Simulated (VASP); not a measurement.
Write the native input for VASP 6.6.1 that does the following.

| Property | Result |
| --- | --- |
| Task | single point |
| Functional | PBE |
| Dispersion | D3(BJ) |
| Potentials or basis | VASP PAW PBE potentials, release 64 (Bi_d) |
| Cutoff | 520 eV |
| k mesh | 16 × 16 × 16 |
| Occupations | gaussian, width 0.1 eV |
| Spin | no spin polarisation |
| Dipole correction | no |
| Further INCAR settings | ALGO = Normal; EDIFF = 1e-06; NBANDS = 14 |

The structure of Bi lies in POSCAR:

```
Bi
1.0
   -1.8777277135      1.8777277135      1.8777277135
    1.8777277135     -1.8777277135      1.8777277135
    1.8777277135      1.8777277135     -1.8777277135
Bi
1
Direct
    0.0000000000      0.0000000000      0.0000000000
```

This cell differs from its parent crystal: volume scaled by 0.88.

The input as run:

INCAR

```
SYSTEM = Bi
PREC = Accurate ; ENCUT = 520
EDIFF = 1E-6 ; ISMEAR = 0
SIGMA = 0.1 ; LREAL = .FALSE.
LASPH = .TRUE. ; NELM = 80
ALGO = Normal ; ISIF = 2
LWAVE = .FALSE. ; LCHARG = .FALSE.
GGA = PE ; IVDW = 12
NBANDS = 14
```

KPOINTS

```
regular mesh
0
G
  16 16 16
  0 0 0
```

Potentials or basis: VASP PAW PBE potentials, release 64 (Bi_d).

Launch:

```console
$ cat potpaw_PBE.64/Bi_d/POTCAR > POTCAR
$ mpirun -np 1 vasp_std > vasp.out
```

It gave:

The pressure is 10.1 GPa and the dispersion energy per atom is -0.595 eV.

Caveat: pairwise dispersion overbinds metals, which lowers pressure and volume.

Wall time 22 s on 1 thread of Intel(R) Xeon(R) Platinum 8259CL CPU @ 2.50GHz (Skylake/Cascade Lake), on a shared host, peak memory 0.18 GiB.
